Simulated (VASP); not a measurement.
Input of a VASP 6.6.1 run:

INCAR

```
SYSTEM = Zn
PREC     = Accurate       ! precision mode
ENCUT    = 520            ! plane-wave cutoff, eV
EDIFF    = 1E-6           ! SCF threshold, eV
ISMEAR   = 0              ! smearing method
SIGMA    = 0.15           ! smearing width, eV
LREAL    = .FALSE.        ! projectors in reciprocal space
LASPH    = .TRUE.         ! aspherical terms in the spheres
NELM     = 80             ! most SCF steps
ALGO     = Fast           ! electronic algorithm
ISIF     = 2              ! what is computed and relaxed
LWAVE    = .FALSE.        ! write WAVECAR
LCHARG   = .FALSE.        ! write CHGCAR
GGA      = PS             ! functional
NBANDS   = 19             ! bands
```

Contents of KPOINTS:

```
Automatic mesh
0
G
  24 24 10
  0 0 0
```

The input POSCAR:

```
Zn
1.0
    2.8246859364      0.0000000000      0.0000000000
   -1.4123429682      2.4462497786      0.0000000000
    0.0000000000      0.0000000000      4.9467000000
Zn
2
Direct
    0.3333333333      0.6666666667      0.2500000000
    0.6666666667      0.3333333333      0.7500000000
```

Potentials or basis: VASP PAW PBE potentials, release 64 (Zn).

The run is started by

```console
$ cat potpaw_PBE.64/Zn/POTCAR > POTCAR
$ mpirun -np 1 vasp_std > vasp.out
```

(1) What does it give for the band gap on the k mesh?

(2) What does it give for the pressure?

Results:

(1) zero (band 12 reaches 3.74 eV, above the bottom of band 13 at -0.29 eV).

(2) -10.4 GPa.

Caveat: the cell differs from its parent crystal (strain +0.0600 x Voigt [1, 1, 0, 0, 0, 0]); the PAW data sets were made with another functional, which shifts forces and pressure a little.
